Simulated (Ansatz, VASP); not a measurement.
**CdSe in VASP and in Ansatz**

```xyz
4
Lattice="4.3407 0.0000 0.0000 -2.1704 3.7592 0.0000 0.0000 0.0000 7.0761" Properties=species:S:1:pos:R:3 pbc="T T T"
Cd    0.0000    2.5061    0.0319
Cd    2.1704    1.2531    3.5700
Se    0.0000    2.5061    2.6924
Se    2.1704    1.2531    6.2304
```

Alike in both runs: functional r2SCAN; k mesh 6 × 6 × 4; occupations gaussian, width 0.02 eV; no spin polarisation.

Ansatz relaxed the structure, and its values are those at the end. VASP's run is a single point on that final structure, the one shown.

|  | VASP | Ansatz |
| --- | --- | --- |
| version | VASP 6.6.1 | Ansatz 0.2.0 |
| potentials or method | VASP PAW PBE potentials, release 64 (Cd, Se), cutoff 520 eV | scalar-relativistic, plane waves, PAW |
| valence electrons in the cell | 36 | 72 |

Ansatz gave:

* gap on the k mesh at the Fermi level (eV): 1.10
* least direct gap on the mesh (eV): 1.10
* pressure (GPa): 0.0

Q: Estimate VASP's values.

A: gap on the k mesh at the Fermi level (eV): 1.09; least direct gap on the mesh (eV): 1.09; pressure (GPa): 0.2.

VASP's potentials were made for PBE, not for r2SCAN. VASP's potentials hold 36 valence electrons a cell and Ansatz's 72, so a difference there can come from the potentials and not from the codes.
